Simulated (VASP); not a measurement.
SnSe (rocksalt type), 2 atoms in the cell. The structure is cubic, space group Fm-3m (No. 225). Conventional cell: a = 5.949 Å, b = 5.949 Å, c = 5.949 Å, α = 90.00°, β = 90.00°, γ = 90.00°. Sn (site symmetry m-3m) has 6 Se at 2.97 Å within 3.9 Å. Within 3.9 Å of Se (site symmetry m-3m) lie 6 Sn at 2.97 Å. 

| Item | Value |
| --- | --- |
| Program | VASP 6.6.1 |
| Task | single point |
| Functional | PBEsol |
| Potentials or basis | VASP PAW PBE potentials, release 64 (Sn_d, Se) |
| Cutoff | 520 eV |
| k mesh | 14 × 14 × 14 |
| Occupations | fermi-dirac, width 0.08 eV |
| Spin | no spin polarisation |
| Dipole correction | no |
| Further INCAR settings | ALGO = Normal; EDIFF = 1e-06; NBANDS = 17 |

Potentials or basis: VASP PAW PBE potentials, release 64 (Sn_d, Se).

Command:

```console
$ cat potpaw_PBE.64/Sn_d/POTCAR potpaw_PBE.64/Se/POTCAR > POTCAR
$ mpirun -np 1 vasp_std > vasp.out
```

Hardware: 1 thread of AMD EPYC 7R13, with other jobs on the host.

Q: How long does it take, and how much memory?

A: Run time: 81 s on 1 thread of AMD EPYC 7R13 (shared host), peak memory 0.21 GiB. Counts: scf iterations 12, k points 104.
